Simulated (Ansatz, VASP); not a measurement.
Ni2O: VASP beside Ansatz

INCAR

```
PREC     = Accurate       # precision mode
ENCUT    = 520            # plane-wave cutoff, eV
EDIFF    = 1E-6           # SCF threshold, eV
ISMEAR   = 0              # smearing method
SIGMA    = 0.2            # smearing width, eV
LREAL    = False          # projectors in reciprocal space
LASPH    = True           # aspherical terms in the spheres
NELM     = 100            # most SCF steps
ALGO     = Normal         # electronic algorithm
ISIF     = 2              # what is computed and relaxed
LWAVE    = False          # write WAVECAR
LCHARG   = False          # write CHGCAR
GGA      = PE             # functional
NBANDS   = 64             # bands
```

KPOINTS

```
Automatic mesh
0
Gamma
  12 12 1
```

Contents of POSCAR:

```
Ni2O
1.0
    2.6412983717      0.0000000000      0.0000000000
   -1.3206491858      2.2874314889      0.0000000000
    0.0000000000      0.0000000000     20.2549694215
Ni O
8 4
Direct
    0.3333333333      0.6666666667      0.4327894359
    0.3333333333      0.6666666667      0.9327894359
    0.3333333333      0.6666666667      0.3172105641
    0.3333333333      0.6666666667      0.8172105641
    0.6666666667      0.3333333333      0.0672105641
    0.6666666667      0.3333333333      0.5672105641
    0.6666666667      0.3333333333      0.1827894359
    0.6666666667      0.3333333333      0.6827894359
    0.0000000000      1.0000000000      0.0000000000
    0.0000000000      1.0000000000      0.5000000000
    0.0000000000      0.0000000000      0.2500000000
    0.0000000000      0.0000000000      0.7500000000
```

Input for Ansatz:

```yaml
crystal:
  lattice:
    - [2.6412983717, 0.0, 0.0]
    - [-1.3206491858, 2.2874314889, 0.0]
    - [0.0, 0.0, 20.2549694215]
  atoms:
    - { symbol: Ni, position: [0.3333333333, 0.6666666667, 0.4327894359] }
    - { symbol: Ni, position: [0.3333333333, 0.6666666667, 0.9327894359] }
    - { symbol: Ni, position: [0.3333333333, 0.6666666667, 0.3172105641] }
    - { symbol: Ni, position: [0.3333333333, 0.6666666667, 0.8172105641] }
    - { symbol: Ni, position: [0.6666666667, 0.3333333333, 0.0672105641] }
    - { symbol: Ni, position: [0.6666666667, 0.3333333333, 0.5672105641] }
    - { symbol: Ni, position: [0.6666666667, 0.3333333333, 0.1827894359] }
    - { symbol: Ni, position: [0.6666666667, 0.3333333333, 0.6827894359] }
    - { symbol: O, position: [0.0, 1.0, 0.0] }
    - { symbol: O, position: [0.0, 1.0, 0.5] }
    - { symbol: O, position: [0.0, 0.0, 0.25] }
    - { symbol: O, position: [0.0, 0.0, 0.75] }
basis:
  ecutwfc: 420
kpoints:
  mp_grid: { grid: [12, 12, 1] }
hamiltonian:
  xc: pbe
scf:
  occupations: { method: gaussian, width: 0.2 }
  lower_state_search: "off"
output:
  forces: true
  stress: true
  eigenvalues: true
```

Alike in both runs: task single point; functional PBE; k mesh 12 × 12 × 1; occupations gaussian, width 0.2 eV; no spin polarisation.

|  | VASP | Ansatz |
| --- | --- | --- |
| version | VASP 6.6.1 | Ansatz 0.2.0 |
| potentials or method | VASP PAW PBE potentials, release 64 (Ni, O), cutoff 520 eV | scalar-relativistic, plane waves, PAW |
| valence electrons in the cell | 104 | 168 |

|  | VASP | Ansatz | Ansatz less VASP |
| --- | --- | --- | --- |
| gap on the k mesh at the Fermi level (eV) | none | none | - |
| pressure (GPa) | 0.3 | 0.2 | -0.12 |
| traceless stress, the component that is largest in VASP (GPa) | -0.33 | -0.07 | +0.256 |
| rms of the force components (eV/Å) | 0.018 | 0.026 | +0.0087 |

Atom by atom the forces differ by 0.009 eV/Å (rms over components). A gap of «none» marks a metal or a gap that the smearing closes. VASP's potentials hold 104 valence electrons a cell and Ansatz's 168, so a difference there can come from the potentials and not from the codes.
